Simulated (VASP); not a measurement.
# Al16ZnN16 (a cell with a defect) in VASP: single point with PBE

Aim: the single point of Al16ZnN16 (a cell with a defect) with PBE.

Everything below comes from runs of VASP 6.6.1. Logs are shortened: lines on timing, memory, paths and dates and some standing lists are left out, and cuts for length are marked.

## Step 1: The cell of the first run

The cell holds a defect, 33 atoms: a = 6.260 Å, b = 6.260 Å, c = 10.035 Å, α = 90.00°, β = 90.00°, γ = 120.00°.

## Step 2: Single point, PBE

INCAR

```
PREC = Accurate
ENCUT = 520
EDIFF = 1E-6
ISMEAR = -1
SIGMA = 0.01
LREAL = Auto
LASPH = True
NELM = 80
ALGO = Normal
ISIF = 2
LWAVE = False
LCHARG = False
GGA = PE
NELECT = 138.0
NBANDS = 92
```

KPOINTS

```
Automatic mesh
0
Gamma
  2 2 2
  0.5 0.5 0.5
```

POSCAR

```
Al16ZnN16
1.0
    6.2595139128      0.0000000578      0.0000000000
   -3.1297570064      5.4208980350      0.0000000000
    0.0000000000      0.0000000000     10.0348065929
Al N Zn
16 16 1
Direct
    0.3521383410      0.1757149990      0.2329103184
    0.1756244292      0.3523872694      0.5125079618
    0.3326841270      0.1657341277      0.7525567489
    0.1655492070      0.3323161598      0.9976613922
    0.3323119126      0.6659521935      0.2513863528
    0.1741135417      0.8246664925      0.5123192730
    0.3327352906      0.6658425202      0.7584707548
    0.1654356274      0.8328351385      0.9977883659
    0.8225983364      0.1754552043      0.2325778867
    0.6662369633      0.3324789002      0.5028304896
    0.8329826610      0.1655490904      0.7526017618
    0.6655955626      0.3329807304      0.9871229852
    0.8227654137      0.6464668546      0.2333429946
    0.6464413144      0.8231130765      0.5124000975
    0.8328307463      0.6658931742      0.7525297479
    0.6659913147      0.8327522918      0.9976967111
    0.3333366231      0.1702095242      0.4384188777
    0.1657545562      0.3288394779      0.1916126554
    0.3294848356      0.1662466924      0.9409527611
    0.1683938068      0.3334220348      0.6953943938
    0.3306632549      0.6680290175      0.4405701713
    0.1661782636      0.8322441350      0.1906805381
    0.3312050373      0.6670513444      0.9452977369
    0.1680678331      0.8304224811      0.6952359926
    0.8305962149      0.1680222317      0.4386301425
    0.6667922836      0.3319352666      0.1766165339
    0.8320466020      0.1663176658      0.9413049125
    0.6673738324      0.3311034545      0.6903770466
    0.8287151591      0.6655524491      0.4383418091
    0.6691815545      0.8322332163      0.1915647559
    0.8320904019      0.6689397550      0.9408793459
    0.6650904084      0.8300982552      0.6953250351
   -0.0012066183      0.0007681732      0.3614384993
```

Potentials or basis: VASP PAW PBE potentials, release 64 (Al, N, Zn).

Run with:

```sh
cat potpaw_PBE.64/Al/POTCAR potpaw_PBE.64/N/POTCAR potpaw_PBE.64/Zn/POTCAR > POTCAR
mpirun -np 1 vasp_std > vasp.out
```

OUTCAR:

```text
PREC = Accurate
   ENCUT = 520
   EDIFF = 1E-6
   ISMEAR = -1
   LREAL = Auto
   LASPH = True
   NELM = 80
   ISIF = 2
   GGA = PE
   NELECT = 138.0

 ion  position               nearest neighbor table
   1  0.352  0.176  0.233-  26 1.80  18 1.89  22 1.91  17 2.06  33 2.31   9 2.95  13 2.95  12 3.00
                             8 3.01   4 3.01   5 3.14   5 3.14  10 3.20  13 3.31   9 3.31
   2  0.176  0.352  0.513-  20 1.84  21 1.86  17 1.99  25 2.01  33 2.44  14 2.95   6 2.96   7 3.00
                            11 3.04   3 3.05   5 3.12  10 3.13  10 3.14   6 3.30  14 3.31
   3  0.333  0.166  0.753-  20 1.89  19 1.89  24 1.91  28 1.92  12 2.97   6 3.04   2 3.05   8 3.05
                             4 3.05  10 3.09  11 3.13  15 3.13   7 3.13  15 3.13   7 3.13  11 3.13
   4  0.166  0.332  0.998-  19 1.88  23 1.89  27 1.89  18 1.95   9 3.00   7 3.01   1 3.01  11 3.05
                             3 3.05   5 3.12   8 3.13  16 3.13  12 3.13  16 3.13  12 3.13   8 3.13
   5  0.332  0.666  0.251-  21 1.90  22 1.90  30 1.92  18 1.92   8 3.12  16 3.12   4 3.12   2 3.12
                            14 3.12   6 3.13  13 3.14   1 3.14   9 3.14   9 3.14  13 3.14   1 3.14
   6  0.174  0.825  0.512-  24 1.84  21 1.84  29 2.02  17 2.02  33 2.43   2 2.96  14 2.96   7 3.01
                             3 3.04  15 3.04   5 3.13  10 3.13  10 3.13  14 3.30   2 3.30
   7  0.333  0.666  0.758-  23 1.87  24 1.89  32 1.91  20 1.91   2 3.00  14 3.00  16 3.00   4 3.01
                             8 3.01   6 3.01   3 3.13  15 3.13  11 3.13  11 3.13  15 3.13   3 3.13
   8  0.165  0.833  0.998-  23 1.87  31 1.90  19 1.90  22 1.94   1 3.01  13 3.01   7 3.01  15 3.05
                             3 3.05   5 3.12  16 3.13   4 3.13  12 3.13  12 3.13   4 3.13  16 3.13
   9  0.823  0.175  0.233-  26 1.78  18 1.91  30 1.91  25 2.07  33 2.30   1 2.95  13 2.95  12 3.00
[... 19 lines left out ...]
  21  0.331  0.668  0.441-   6 1.84   2 1.86  14 1.86   5 1.90
  22  0.166  0.832  0.191-   5 1.90   1 1.91  13 1.91   8 1.94
  23  0.331  0.667  0.945-   8 1.87   7 1.87   4 1.89  16 1.89
  24  0.168  0.830  0.695-   6 1.84   7 1.89  15 1.91   3 1.91
  25  0.831  0.168  0.439-  10 1.90  33 1.98  14 2.01   2 2.01   9 2.07
  26  0.667  0.332  0.177-   9 1.78   1 1.80  13 1.80  12 1.90
  27  0.832  0.166  0.941-  12 1.86  11 1.89   4 1.89  16 1.89
  28  0.667  0.331  0.690-  10 1.88  11 1.90   3 1.92  15 1.92
  29  0.829  0.666  0.438-  10 1.92  33 1.97  14 1.99   6 2.02  13 2.06
  30  0.669  0.832  0.192-  13 1.89   9 1.91   5 1.92  16 1.95
  31  0.832  0.669  0.941-  16 1.88  12 1.88  15 1.89   8 1.90
  32  0.665  0.830  0.695-  14 1.84  15 1.89  11 1.91   7 1.91
  33  0.999  0.001  0.361-  17 1.97  29 1.97  25 1.98   9 2.30   1 2.31  13 2.31   6 2.43   2 2.44
                            14 2.44

  LATTYP: Found a hexagonal cell.
 ALAT       =     6.2595139128
 C/A-ratio  =     1.6031287306

  Lattice vectors:

 A1 = (   6.2595139128,   0.0000000578,   0.0000000000)
 A2 = (  -3.1297570064,   5.4208980350,   0.0000000000)
 A3 = (   0.0000000000,   0.0000000000,  10.0348065929)

Analysis of symmetry for initial positions (statically):
=====================================================================
 Subroutine PRICEL returns:
 Original cell was already a primitive cell.

 Routine SETGRP: Setting up the symmetry group for a
 hexagonal supercell.

 Subroutine GETGRP returns: Found  1 space group operations
 (whereof  1 operations were pure point group operations)
 out of a pool of 24 trial point group operations.

The static configuration has the point symmetry C_1 .

Analysis of symmetry for dynamics (positions and initial velocities):
=====================================================================
 Subroutine PRICEL returns:
 Original cell was already a primitive cell.

 Routine SETGRP: Setting up the symmetry group for a
 hexagonal supercell.

 Subroutine GETGRP returns: Found  1 space group operations
 (whereof  1 operations were pure point group operations)
 out of a pool of 24 trial point group operations.

The dynamic configuration has the point symmetry C_1 .

 Subroutine INISYM returns: Found  1 space group operations
 (whereof  1 operations are pure point group operations),
 and found     1 'primitive' translations

----------------------------------------------------------------------------------------

[... 84 lines left out ...]

 KPOINTS: Automatic mesh

Automatic generation of k-mesh.
 Grid dimensions read from file:
 generate k-points for:    2    2    2

 Generating k-lattice:

  Cartesian coordinates                     Fractional coordinates (reciprocal lattice)
     0.079878407  0.046117821  0.000000000     0.500000000 -0.000000000  0.000000000
    -0.000000001  0.092235640  0.000000000     0.000000000  0.500000000  0.000000000
     0.000000000  0.000000000  0.049826571     0.000000000  0.000000000  0.500000000

  Length of vectors
     0.092235640  0.092235640  0.049826571

  Shift w.r.t. Gamma in fractional coordinates (k-lattice)
     0.500000000  0.500000000  0.500000000

 Subroutine IBZKPT returns following result:
 ===========================================

 Found     12 irreducible k-points:

 Following reciprocal coordinates:
            Coordinates               Weight
  0.250000  0.250000  0.250000      2.000000
 -0.250000  0.500000  0.250000      2.000000
  0.500000  0.250000  0.250000      2.000000
 -0.250000 -0.250000  0.250000      2.000000
  0.250000  0.500000  0.250000      2.000000
  0.500000 -0.250000  0.250000      2.000000
 -0.250000  0.250000  0.250000      2.000000
 -0.250000  0.000000  0.250000      2.000000
  0.000000 -0.250000  0.250000      2.000000
  0.250000 -0.250000  0.250000      2.000000
  0.250000  0.000000  0.250000      2.000000
  0.000000  0.250000  0.250000      2.000000
   k-points           NKPTS =     12   k-points in BZ     NKDIM =     12   number of bands    NBANDS=     92
   number of dos      NEDOS =    301   number of ions     NIONS =     33
   total plane-waves  NPLWV = 184320
   dimension x,y,z NGX =    48 NGY =   48 NGZ =   80
   dimension x,y,z NGXF=    96 NGYF=   96 NGZF=  160
   ions per type =              16  16   1
   NGX,Y,Z   is equivalent  to a cutoff of  12.75, 12.75, 13.25 a.u.
   NGXF,Y,Z  is equivalent  to a cutoff of  25.50, 25.50, 26.51 a.u.
 SYSTEM =  unknown system
   PREC   = accura    normal or accurate (medium, high low for compatibility)
   ISTART =      0    job   : 0-new  1-cont  2-samecut
   ICHARG =      2    charge: 1-file 2-atom 10-const
   ISPIN  =      1    spin polarized calculation?
   LNONCOLLINEAR =      F non collinear calculations
   LSORBIT =      F    spin-orbit coupling
   LASPH  =      T    aspherical Exc in radial PAW
   ENCUT  =  520.0 eV  38.22 Ry    6.18 a.u.  11.64 11.64 18.66*2*pi/ulx,y,z
   NELM   =     80;   NELMIN=  2; NELMDL= -5     # of ELM steps
   EDIFF  = 0.1E-05   stopping-criterion for ELM
   LREAL  =      T    real-space projection
   EDIFFG = 0.1E-04   stopping-criterion for IOM
   NSW    =      0    number of steps for IOM
   IBRION =     -1    ionic relax: 0-MD 1-quasi-New 2-CG
   NFREE  =      0    steps in history (QN), initial steepest desc. (CG)
   ISIF   =      2    stress and relaxation
   ISYM   =      2    0-nonsym 1-usesym 2-fastsym
   POTIM  = 0.5000    time-step for ionic-motion
   TEBEG  =    0.0;   TEEND  =   0.0 temperature during run
   PSTRESS=    0.0 pullay stress
   NELECT =     138.0000    total number of electrons
   NUPDOWN=      -1.0000    fix difference up-down
   EMIN   =  10.00;   EMAX   =-10.00  energy-range for DOS
   EFERMI =   0.00;   METHOD = LEGACY
   ISMEAR =    -1;   SIGMA  =   0.01  broadening in eV -4-tet -1-fermi 0-gaus
   EFERMI_NEDOS =   21; number of points for ismear=-14 and -15
   IALGO  =     38    algorithm
   IMIX   =      4    mixing-type and parameters
     AMIX     =   0.40;   BMIX     =  1.00
     AMIX_MAG =   1.60;   BMIX_MAG =  1.00
  volume/ion in A,a.u.               =      10.32        69.63
  Fermi-wavevector in a.u.,A,eV,Ry     =   1.211512  2.289425 19.970092  1.467760
  Thomas-Fermi vector in A             =   2.347025
   LORBIT       =      0    0 simple, 1 ext, 2 COOP (PROOUT), +10 PAW based schemes
   GGA     = PE    functional components
   LHFCALC =     F    Hartree Fock is set to
   AEXX    =    0.0000 exact exchange contribution
   IVDW    =     0    specifies the selected vdW correction
   LEPSILON=     F    determine dielectric tensor
   LRPA    =     F    only Hartree local field effects (RPA)
 non-spin polarized calculation
  energy-cutoff  :      520.00
  volume of cell :      340.50
 maximum number of plane-waves:      9165
 NGX is ok and might be reduce to    48
   NGX = 23   NGY = 23   NGZ = 37

 number of electron     137.9999989 magnetization

 Free energy of the ion-electron system (eV)
  ---------------------------------------------------
  ext. energy  EPLUGINS =         0.00000000
  ---------------------------------------------------
  free energy    TOTEN  =      -250.20537732 eV

  energy without entropy =     -250.20537732  energy(sigma->0) =     -250.20537732

 E-fermi :   6.2748     XC(G=0): -10.9739

 val. band max:        6.0216014591   @ k =   0.2500  -0.2500   0.2500
 cond. band min:      10.2294231873   @ k =  -0.2500   0.2500   0.2500
 fundamental gap:      4.2078217283
 Fermi energy:         6.2747652464

 k-point     1 :       0.2500    0.2500    0.2500
  band No.  band energies     occupation
      1      -8.6512      2.00000
      2      -8.1637      2.00000
      3      -7.9660      2.00000
      4      -7.8345      2.00000
      5      -7.5363      2.00000
      6      -7.3565      2.00000
[... 997 lines left out ...]
     80      12.4847      0.00000
     81      12.5039      0.00000
 [bands above 81 left out]

------------------------ aborting loop because EDIFF is reached ----------------------------------------

  FORCE on cell =-STRESS in cart. coord.  units (eV):
  Direction    XX          YY          ZZ          XY          YZ          ZX
  --------------------------------------------------------------------------------------
  -------------------------------------------------------------------------------------
  Total       -4.8853176     -7.2004084     -6.9226447     -1.8956799     -0.0420720      0.1138849
  in kB      -22.9870122    -33.8802696    -32.5733008     -8.9197920     -0.1979626      0.5358657
  external PRESSURE =     -29.8135275 kB  Pullay stress =       0.0000000 kB

 VOLUME and BASIS-vectors are now :
 -----------------------------------------------------------------------------
  energy-cutoff  :      520.00
  volume of cell :      340.50
      direct lattice vectors                 reciprocal lattice vectors
     6.259513913  0.000000058  0.000000000     0.159756813  0.092235641  0.000000000
    -3.129757006  5.420898035  0.000000000    -0.000000002  0.184471279  0.000000000
     0.000000000  0.000000000 10.034806593     0.000000000  0.000000000  0.099653141

 POSITION                                       TOTAL-FORCE (eV/Angst)
 -----------------------------------------------------------------------------------
      1.65427      0.95253      2.33721         0.097304     -0.108053     -0.112258
     -0.00356      1.91026      5.14292        -0.089985      0.034987     -0.122244
      1.56373      0.89843      7.55176         0.103431     -0.074836     -0.101130
     -0.00381      1.80145     10.01134        -0.131059      0.056688     -0.049091
     -0.00416      3.61006      2.52261         0.126870     -0.078534     -0.099894
     -1.49114      4.47043      5.14102        -0.071175      0.042815     -0.094147
[... 25 lines left out ...]
      1.56514      4.49988      6.97745        -0.174726      0.109465      0.126546
      6.24956      0.00416      3.62697        -0.026561     -0.001727     -0.004186
 -----------------------------------------------------------------------------------
    total drift:                               -0.009039     -0.014356     -0.001962

  FREE ENERGIE OF THE ION-ELECTRON SYSTEM (eV)
  ---------------------------------------------------
  free  energy   TOTEN  =      -250.2053773174 eV

  energy  without entropy=     -250.2053773174  energy(sigma->0) =     -250.20537732
```

Wall time 8 min (1 thread of Intel Xeon 6975P-C (Granite Rapids), shared host); peak memory 0.56 GiB.

Results:

- Free energy: -250.2054 eV
- Largest force: 0.281 eV/Å

Forces in eV/Å, atoms in the order of the input:
```
Al   0.097 -0.108 -0.112
Al  -0.090  0.035 -0.122
Al   0.103 -0.075 -0.101
Al  -0.131  0.057 -0.049
Al   0.127 -0.079 -0.100
Al  -0.071  0.043 -0.094
Al   0.107 -0.065 -0.123
Al  -0.141  0.081 -0.105
Al   0.169 -0.099 -0.098
Al  -0.143  0.081 -0.140
Al   0.120 -0.077 -0.088
Al  -0.137  0.074 -0.053
Al   0.143 -0.035 -0.123
Al  -0.077  0.061 -0.123
Al   0.111 -0.057 -0.103
Al  -0.117  0.083 -0.051
N    0.176 -0.143  0.149
N   -0.207  0.111  0.005
N    0.206 -0.094  0.103
N   -0.179  0.100  0.127
N    0.160 -0.093  0.148
N   -0.208  0.119  0.147
N    0.190 -0.104  0.146
N   -0.163  0.100  0.146
N    0.150 -0.086  0.070
N   -0.207  0.122  0.015
N    0.184 -0.109  0.062
N   -0.172  0.105  0.082
N    0.206 -0.074  0.152
N   -0.195  0.145  0.011
N    0.189 -0.125  0.102
N   -0.175  0.109  0.127
Zn  -0.027 -0.002 -0.004
```

Levels at points of the mesh, in eV from the Fermi level:
| k point | band 67 | band 68 | band 69 | band 70 | band 71 | band 72 |
| --- | --- | --- | --- | --- | --- | --- |
| (0.25, 0.25, 0.25) | -0.67 | -0.61 | -0.38 | 4.40 | 5.35 | 5.65 |

Caveat: the k points lie up to 0.58 Å⁻¹ apart; the cell carries a net charge on a neutralising background, which shifts energy and pressure; the cell is charged against a uniform background, so pressure and absolute levels hang on convention.
